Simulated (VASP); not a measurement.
A run of VASP 6.6.1 is set up as follows.

File INCAR:

```
SYSTEM = Zr
ALGO = Normal
EDIFF = 1E-6
ENCUT = 520
ISIF = 2
ISMEAR = -1
LASPH = .TRUE.
LCHARG = .FALSE.
LREAL = .FALSE.
LWAVE = .FALSE.
NBANDS = 19
NELM = 100
PREC = Accurate
SIGMA = 0.1
```

Contents of KPOINTS:

```
k-points
0
G
  19 19 10
  0 0 0
```

POSCAR

```
Zr
1.0
    3.1439658750      0.0000000000      0.0000000000
   -1.5719829375      2.7227543164      0.0000000000
    0.0000000000      0.0000000000      5.0894642161
Zr
2
Direct
    0.3333333333      0.6666666667      0.2500000000
    0.6666666667      0.3333333333      0.7500000000
```

Potentials or basis: VASP PAW LDA potentials, release 64 (Zr_sv).

Command:

```console
$ cat potpaw_LDA.64/Zr_sv/POTCAR > POTCAR
$ mpirun -np 1 vasp_std > vasp.out
```

(1) What does it give for the band gap on the k mesh?

(2) Estimate the pressure.

## Answers

(1) zero (bands 12 and 13 overlap by 1.21 eV).

(2) 0.1 GPa.
